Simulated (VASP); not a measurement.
# Rb (Pm-3n) in VASP: further runs

Runs on Rb. Level: PBEsol. Tasks: single point.

Everything below comes from runs of VASP 6.6.1. Logs are shortened: lines on timing, memory, paths and dates and some standing lists are left out, and cuts for length are marked.

**1. The cell of the first run**

It takes space group Pm-3n (No. 223, cubic). Conventional cell: a = 9.012 Å, b = 9.012 Å, c = 9.012 Å, α = 90.00°, β = 90.00°, γ = 90.00°.

**2. Single point, PBEsol**

Input file INCAR:

```
SYSTEM = Rb
ALGO = Fast ; EDIFF = 1E-6
ENCUT = 520 ; GGA = PS
ISIF = 2 ; ISMEAR = 0
LASPH = .True. ; LCHARG = .False.
LREAL = .False. ; LWAVE = .False.
NBANDS = 46 ; NELM = 60
PREC = Accurate ; SIGMA = 0.1
```

Input file KPOINTS:

```
k-points
0
Gamma
  2 2 2
  0 0 0
```

Input file POSCAR:

```
Rb
1.0
    9.0117450479      0.0000000000      0.0000000000
    0.0000000000      9.0117450479      0.0000000000
    0.0000000000      0.0000000000      9.0117450479
Rb
8
Direct
    0.5000000000      0.5000000000      0.5000000000
    0.0000000000      0.0000000000      0.0000000000
    0.2500000000      0.0000000000      0.5000000000
    0.5000000000      0.2500000000      0.0000000000
    0.5000000000      0.7500000000      0.0000000000
    0.7500000000      0.0000000000      0.5000000000
    0.0000000000      0.5000000000      0.7500000000
    0.0000000000      0.5000000000      0.2500000000
```

Potentials or basis: VASP PAW PBE potentials, release 64 (Rb_sv).

Launch:

```bash
$ cat potpaw_PBE.64/Rb_sv/POTCAR > POTCAR
$ mpirun -np 1 vasp_std > vasp.out
```

OUTCAR:

```text
SYSTEM = Rb
   EDIFF = 1E-6
   ENCUT = 520
   GGA = PS
   ISIF = 2
   ISMEAR = 0
   LASPH = .True.
   LREAL = .False.
   NELM = 60
   PREC = Accurate

 ion  position               nearest neighbor table
   1  0.500  0.500  0.500-   3 5.04   4 5.04   5 5.04   6 5.04   7 5.04   8 5.04   4 5.04   5 5.04
                             3 5.04   6 5.04   7 5.04   8 5.04
   2  0.000  0.000  0.000-   3 5.04   4 5.04   5 5.04   6 5.04   7 5.04   8 5.04   3 5.04   6 5.04
                             7 5.04   8 5.04   4 5.04   5 5.04
   3  0.250  0.000  0.500-   6 4.51   6 4.51   1 5.04   2 5.04   1 5.04   2 5.04   8 5.52   5 5.52
                             4 5.52   5 5.52   4 5.52   7 5.52   8 5.52   7 5.52
   4  0.500  0.250  0.000-   5 4.51   5 4.51   1 5.04   1 5.04   2 5.04   2 5.04   8 5.52   3 5.52
                             3 5.52   6 5.52   6 5.52   7 5.52   7 5.52   8 5.52
   5  0.500  0.750  0.000-   4 4.51   4 4.51   1 5.04   1 5.04   2 5.04   2 5.04   8 5.52   3 5.52
                             3 5.52   6 5.52   6 5.52   7 5.52   7 5.52   8 5.52
   6  0.750  0.000  0.500-   3 4.51   3 4.51   1 5.04   2 5.04   1 5.04   2 5.04   8 5.52   4 5.52
                             4 5.52   5 5.52   5 5.52   7 5.52   8 5.52   7 5.52
   7  0.000  0.500  0.750-   8 4.51   8 4.51   1 5.04   2 5.04   2 5.04   1 5.04   3 5.52   4 5.52
                             5 5.52   3 5.52   6 5.52   6 5.52   4 5.52   5 5.52
   8  0.000  0.500  0.250-   7 4.51   7 4.51   1 5.04   2 5.04   2 5.04   1 5.04   3 5.52   4 5.52
                             5 5.52   3 5.52   6 5.52   6 5.52   4 5.52   5 5.52

  LATTYP: Found a simple cubic cell.
 ALAT       =     9.0117450479

  Lattice vectors:

 A1 = (   9.0117450479,   0.0000000000,   0.0000000000)
 A2 = (   0.0000000000,   9.0117450479,   0.0000000000)
 A3 = (   0.0000000000,   0.0000000000,   9.0117450479)

Analysis of symmetry for initial positions (statically):
=====================================================================
 Subroutine PRICEL returns:
 Original cell was already a primitive cell.

 Routine SETGRP: Setting up the symmetry group for a
 simple cubic supercell.

 Subroutine GETGRP returns: Found 48 space group operations
 (whereof 24 operations were pure point group operations)
 out of a pool of 48 trial point group operations.

The static configuration has the point symmetry T_h .
 The point group associated with its full space group is O_h .

Analysis of symmetry for dynamics (positions and initial velocities):
=====================================================================
 Subroutine PRICEL returns:
 Original cell was already a primitive cell.

 Routine SETGRP: Setting up the symmetry group for a
 simple cubic supercell.

 Subroutine GETGRP returns: Found 48 space group operations
 (whereof 24 operations were pure point group operations)
 out of a pool of 48 trial point group operations.

The dynamic configuration has the point symmetry T_h .
 The point group associated with its full space group is O_h .

 Subroutine INISYM returns: Found 48 space group operations
 (whereof 24 operations are pure point group operations),
 and found     1 'primitive' translations

----------------------------------------------------------------------------------------

                                     Primitive cell

  volume of cell :     731.8578

  direct lattice vectors                    reciprocal lattice vectors
     9.011745048  0.000000000  0.000000000     0.110966299  0.000000000  0.000000000
     0.000000000  9.011745048  0.000000000     0.000000000  0.110966299  0.000000000
     0.000000000  0.000000000  9.011745048     0.000000000  0.000000000  0.110966299

  length of vectors
     9.011745048  9.011745048  9.011745048     0.110966299  0.110966299  0.110966299

  position of ions in fractional coordinates (direct lattice)
     0.500000000  0.500000000  0.500000000
     0.000000000  0.000000000  0.000000000
     0.250000000  0.000000000  0.500000000
     0.500000000  0.250000000  0.000000000
     0.500000000  0.750000000  0.000000000
     0.750000000  0.000000000  0.500000000
     0.000000000  0.500000000  0.750000000
     0.000000000  0.500000000  0.250000000

  ion indices of the primitive-cell ions
   primitive index   ion index
                 1           1
                 2           2
                 3           3
                 4           4
                 5           5
                 6           6
                 7           7
                 8           8

----------------------------------------------------------------------------------------

 KPOINTS: k-points

Automatic generation of k-mesh.
 Grid dimensions read from file:
 generate k-points for:    2    2    2

 Generating k-lattice:

  Cartesian coordinates                     Fractional coordinates (reciprocal lattice)
     0.055483150  0.000000000  0.000000000     0.500000000  0.000000000  0.000000000
     0.000000000  0.055483150  0.000000000     0.000000000  0.500000000  0.000000000
     0.000000000  0.000000000  0.055483150     0.000000000  0.000000000  0.500000000

  Length of vectors
     0.055483150  0.055483150  0.055483150

  Shift w.r.t. Gamma in fractional coordinates (k-lattice)
     0.000000000  0.000000000  0.000000000

 Subroutine IBZKPT returns following result:
 ===========================================

 Found      4 irreducible k-points:

 Following reciprocal coordinates:
            Coordinates               Weight
  0.000000  0.000000  0.000000      1.000000
  0.500000  0.000000  0.000000      3.000000
  0.500000  0.500000  0.000000      3.000000
  0.500000  0.500000  0.500000      1.000000
   k-points           NKPTS =      4   k-points in BZ     NKDIM =      4   number of bands    NBANDS=     46
   number of dos      NEDOS =    301   number of ions     NIONS =      8
   total plane-waves  NPLWV = 343000
   dimension x,y,z NGX =    70 NGY =   70 NGZ =   70
   dimension x,y,z NGXF=   140 NGYF=  140 NGZF=  140
   ions per type =               8
   NGX,Y,Z   is equivalent  to a cutoff of  12.91, 12.91, 12.91 a.u.
   NGXF,Y,Z  is equivalent  to a cutoff of  25.83, 25.83, 25.83 a.u.
 SYSTEM =  Rb
   PREC   = accura    normal or accurate (medium, high low for compatibility)
   ISTART =      0    job   : 0-new  1-cont  2-samecut
   ICHARG =      2    charge: 1-file 2-atom 10-const
   ISPIN  =      1    spin polarized calculation?
   LNONCOLLINEAR =      F non collinear calculations
   LSORBIT =      F    spin-orbit coupling
   LASPH  =      T    aspherical Exc in radial PAW
   ENCUT  =  520.0 eV  38.22 Ry    6.18 a.u.  16.76 16.76 16.76*2*pi/ulx,y,z
   NELM   =     60;   NELMIN=  2; NELMDL= -5     # of ELM steps
   EDIFF  = 0.1E-05   stopping-criterion for ELM
   LREAL  =      F    real-space projection
   EDIFFG = 0.1E-04   stopping-criterion for IOM
   NSW    =      0    number of steps for IOM
   IBRION =     -1    ionic relax: 0-MD 1-quasi-New 2-CG
   NFREE  =      0    steps in history (QN), initial steepest desc. (CG)
   ISIF   =      2    stress and relaxation
   ISYM   =      2    0-nonsym 1-usesym 2-fastsym
   POTIM  = 0.5000    time-step for ionic-motion
   TEBEG  =    0.0;   TEEND  =   0.0 temperature during run
   PSTRESS=    0.0 pullay stress
   NELECT =      72.0000    total number of electrons
   NUPDOWN=      -1.0000    fix difference up-down
   EMIN   =  10.00;   EMAX   =-10.00  energy-range for DOS
   EFERMI =   0.00;   METHOD = LEGACY
   ISMEAR =     0;   SIGMA  =   0.10  broadening in eV -4-tet -1-fermi 0-gaus
   EFERMI_NEDOS =   21; number of points for ismear=-14 and -15
   IALGO  =     68    algorithm
   IMIX   =      4    mixing-type and parameters
     AMIX     =   0.40;   BMIX     =  1.00
     AMIX_MAG =   1.60;   BMIX_MAG =  1.00
  volume/ion in A,a.u.               =      91.48       617.35
  Fermi-wavevector in a.u.,A,eV,Ry     =   0.755748  1.428156  7.771027  0.571154
  Thomas-Fermi vector in A             =   1.853712
   LORBIT       =      0    0 simple, 1 ext, 2 COOP (PROOUT), +10 PAW based schemes
   GGA     = PS    functional components
   LHFCALC =     F    Hartree Fock is set to
   AEXX    =    0.0000 exact exchange contribution
   IVDW    =     0    specifies the selected vdW correction
   LEPSILON=     F    determine dielectric tensor
   LRPA    =     F    only Hartree local field effects (RPA)
 non-spin polarized calculation
 RMM-DIIS sequential band-by-band and
 Gauss-broadening in eV      SIGMA  =   0.10
  energy-cutoff  :      520.00
  volume of cell :      731.86
 maximum number of plane-waves:     19760
 NGX is ok and might be reduce to    70
   NGX = 33   NGY = 33   NGZ = 33

 number of electron      71.9999997 magnetization

 Free energy of the ion-electron system (eV)
  ---------------------------------------------------
  ext. energy  EPLUGINS =         0.00000000
  ---------------------------------------------------
  free energy    TOTEN  =        -8.19480887 eV

  energy without entropy =       -8.15303446  energy(sigma->0) =       -8.17392167

 E-fermi :   0.1448     XC(G=0):  -5.5043

 val. band max:       -0.1152649890   @ k =   0.0000   0.0000   0.0000
 cond. band min:       0.1561033829   @ k =   0.0000   0.0000   0.0000
 fundamental gap:      0.2713683719
 Fermi energy:         0.1447554932

 k-point     1 :       0.0000    0.0000    0.0000
  band No.  band energies     occupation
      1     -28.9313      2.00000
      2     -28.9300      2.00000
      3     -28.9300      2.00000
      4     -28.9242      2.00000
      5     -28.9242      2.00000
      6     -28.9242      2.00000
[... 38 lines left out ...]
     45       1.3903      0.00000
     46       1.4077      0.00000

 k-point     2 :       0.5000    0.0000    0.0000
  band No.  band energies     occupation
      1     -28.9304      2.00000
      2     -28.9304      2.00000
      3     -28.9273      2.00000
      4     -28.9273      2.00000
      5     -28.9242      2.00000
      6     -28.9242      2.00000
[... 38 lines left out ...]
     45       1.5778      0.00000
     46       1.5906      0.00000

 k-point     3 :       0.5000    0.5000    0.0000
  band No.  band energies     occupation
      1     -28.9303      2.00000
      2     -28.9276      2.00000
      3     -28.9274      2.00000
      4     -28.9274      2.00000
      5     -28.9269      2.00000
      6     -28.9242      2.00000
[... 38 lines left out ...]
     45       1.8769      0.00000
     46       1.9128      0.00000

 k-point     4 :       0.5000    0.5000    0.5000
  band No.  band energies     occupation
      1     -28.9273      2.00000
      2     -28.9273      2.00000
      3     -28.9273      2.00000
      4     -28.9273      2.00000
      5     -28.9273      2.00000
      6     -28.9273      2.00000
[... 38 lines left out ...]
     45       2.0805      0.00000
     46       2.0928      0.00000

------------------------ aborting loop because EDIFF is reached ----------------------------------------

  FORCE on cell =-STRESS in cart. coord.  units (eV):
  Direction    XX          YY          ZZ          XY          YZ          ZX
  --------------------------------------------------------------------------------------
  -------------------------------------------------------------------------------------
  Total       -0.6103283     -0.6103283     -0.6103283     -0.0000000      0.0000000      0.0000000
  in kB       -1.3361260     -1.3361260     -1.3361260     -0.0000000      0.0000000      0.0000000
  external PRESSURE =      -1.3361260 kB  Pullay stress =       0.0000000 kB

 VOLUME and BASIS-vectors are now :
 -----------------------------------------------------------------------------
  energy-cutoff  :      520.00
  volume of cell :      731.86
      direct lattice vectors                 reciprocal lattice vectors
     9.011745048  0.000000000  0.000000000     0.110966299  0.000000000  0.000000000
     0.000000000  9.011745048  0.000000000     0.000000000  0.110966299  0.000000000
     0.000000000  0.000000000  9.011745048     0.000000000  0.000000000  0.110966299

 POSITION                                       TOTAL-FORCE (eV/Angst)
 -----------------------------------------------------------------------------------
      4.50587      4.50587      4.50587         0.000000     -0.000000     -0.000000
      0.00000      0.00000      0.00000         0.000000     -0.000000     -0.000000
      2.25294      0.00000      4.50587         0.000000     -0.000000     -0.000000
      4.50587      2.25294      0.00000         0.000000     -0.000000     -0.000000
      4.50587      6.75881      0.00000         0.000000      0.000000      0.000000
      6.75881      0.00000      4.50587        -0.000000      0.000000      0.000000
      0.00000      4.50587      6.75881         0.000000     -0.000000      0.000000
      0.00000      4.50587      2.25294         0.000000     -0.000000     -0.000000
 -----------------------------------------------------------------------------------
    total drift:                                0.000000      0.000000      0.000000

  FREE ENERGIE OF THE ION-ELECTRON SYSTEM (eV)
  ---------------------------------------------------
  free  energy   TOTEN  =        -8.1948088741 eV

  energy  without entropy=       -8.1530344620  energy(sigma->0) =       -8.17392167
```

Run time: 94 s. Hardware: 1 thread of AMD EPYC 9R45 (Zen 5), shared host; peak memory 0.62 GiB.

What came out:

| Quantity | Value |
| --- | --- |
| Free energy | -8.1948 eV |
| Pressure | -0.1 GPa |
| Band gap on the k mesh | zero (bands 36 and 37 overlap by 0.67 eV) |

Caveat: the PAW data sets were made with another functional, which shifts forces and pressure a little.

**3. Single point, PBEsol**

This run uses another cell than the first one, of 86.82 Å³/atom.

Input file INCAR:

```
PREC = Accurate
ENCUT = 520
EDIFF = 1E-7
ISMEAR = 0
SIGMA = 0.1
LREAL = F
LASPH = T
NELM = 80
ALGO = Fast
ISIF = 2
LWAVE = F
LCHARG = F
GGA = PS
NBANDS = 46
```

Input file KPOINTS:

```
regular mesh
0
Gamma
  4 4 4
```

Edit POSCAR of step 2 so:

```diff
@@ -2,5 +2,5 @@
 1.0
-    9.0117450479      0.0000000000      0.0000000000
-    0.0000000000      9.0117450479      0.0000000000
-    0.0000000000      0.0000000000      9.0117450479
+    8.8558963996      0.0000000000      0.0000000000
+    0.0000000000      8.8558963996      0.0000000000
+    0.0000000000      0.0000000000      8.8558963996
 Rb
```

Potentials or basis: VASP PAW PBE potentials, release 64 (Rb_sv).

Launch:

```bash
$ cat potpaw_PBE.64/Rb_sv/POTCAR > POTCAR
$ mpirun -np 1 vasp_std > vasp.out
```

Wall time 5.5 min (1 thread of AMD EPYC 9R45 (Zen 5), shared host); peak memory 0.78 GiB.

The run converged. Its results:

```
Free energy            : -8.1643 eV
Pressure               : 0.0 GPa
Band gap on the k mesh : zero (bands 36 and 37 overlap by 0.68 eV)
```

Levels at points of the mesh, in eV from the Fermi level:
```
           k point  band 34  band 35  band 36  band 37  band 38  band 39
(0.00, 0.00, 0.00)    -0.09    -0.09    -0.05     0.23     0.23     0.23
(0.50, 0.00, 0.00)    -1.45     0.29     0.29     0.42     0.42     0.64
(0.50, 0.50, 0.00)    -0.90    -0.90    -0.89     0.62     0.71     0.71
(0.50, 0.50, 0.50)    -0.40    -0.39    -0.39    -0.39    -0.39    -0.39
```

Caveat: the PAW data sets were made with another functional, which shifts forces and pressure a little.
